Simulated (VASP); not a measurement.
## HfO2: single point with PBE

Crystal: HfO2.

```
Hf O
1.0
     0.00000    2.65088    2.54892
     2.54892    0.00000    2.54892
     2.54892    2.65088    0.00000
Hf O
1 2
Direct
  0.00000 0.00000 0.00000
  0.25000 0.25000 0.25000
  0.75000 0.75000 0.75000
```

This cell differs from its parent crystal: normal strain along x +0.0000, normal strain along y +0.0400.

```
Program                : VASP 6.6.1
Task                   : single point
Functional             : PBE
Potentials or basis    : VASP PAW PBE potentials, release 64 (Hf_pv, O)
Cutoff                 : 520 eV
k mesh                 : 8 × 8 × 8
Occupations            : gaussian, width 0.05 eV
Spin                   : no spin polarisation
Dipole correction      : no
Further INCAR settings : ALGO = Normal; EDIFF = 1e-07; NBANDS = 18
```

```
Pressure               : -12.1 GPa
Band gap on the k mesh : 3.32 eV, indirect (least direct gap 3.44 eV)
```

Stress tensor (GPa, compression positive):
```
 -6.38   0.00   0.00
  0.00 -23.60   0.00
  0.00   0.00  -6.38
```

Levels at points of the mesh, in eV from the valence-band top:
```tsv
k point	band 9	band 10	band 11	band 12	band 13	band 14
(0.00, 0.00, 0.00)	-1.05	-0.55	-0.55	3.32	3.77	5.32
(0.50, 0.00, 0.00)	-2.75	-1.93	-1.87	4.17	4.33	6.29
(0.50, 0.50, 0.00)	-1.96	-1.30	0.00	3.44	5.11	6.16
(0.50, 0.00, 0.50)	-1.45	-1.45	-0.40	3.49	5.05	5.60
```

Run time: 40 s on 1 thread of Intel(R) Xeon(R) Platinum 8259CL CPU @ 2.50GHz (Skylake/Cascade Lake), with other jobs on the host, peak memory 0.18 GiB.

Caveat: the cell differs from its parent crystal (normal strain along x +0.0000, normal strain along y +0.0400); spin-orbit coupling is left out, which moves the levels of the heavy elements. A k mesh can miss the band edges.
